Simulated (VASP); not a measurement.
A run of VASP 6.6.1 is set up as follows.

File INCAR:

```
  PREC = Accurate
  ENCUT = 520
  EDIFF = 1E-6
  ISMEAR = 0
  SIGMA = 0.05
  LREAL = False
  LASPH = True
  NELM = 100
  ALGO = Normal
  ISIF = 2
  LWAVE = False
  LCHARG = False
  GGA = PS
  NBANDS = 11
```

KPOINTS

```
Automatic mesh
0
Gamma
  12 12 12
```

File POSCAR:

```
SiC
1.0
    0.0000000000      2.2295291477      2.2295291477
    2.2295291477      0.0000000000      2.2295291477
    2.1711154840      2.1711154840      0.0584136637
Si C
1 1
Direct
    0.0000000000      0.0000000000      0.0000000000
    0.7500000000      0.7500000000      0.7500000000
```

Potentials or basis: VASP PAW PBE potentials, release 64 (Si, C).

The run is started by

```bash
$ cat potpaw_PBE.64/Si/POTCAR potpaw_PBE.64/C/POTCAR > POTCAR
$ mpirun -np 1 vasp_std > vasp.out
```

Q: Estimate the band gap on the k mesh.

A: 1.11 eV, indirect (least direct gap 4.17 eV).

Q: What does it give for the largest force?

A: 0.409 eV/Å.

Q: Predict the pressure.

A: -5.4 GPa.

Forces in eV/Å, atoms in the order of the input:
```
Si  -0.236 -0.236  0.236
C    0.236  0.236 -0.236
```

Caveat: the PAW data sets were made with another functional, which shifts forces and pressure a little. A k mesh can miss the band edges.
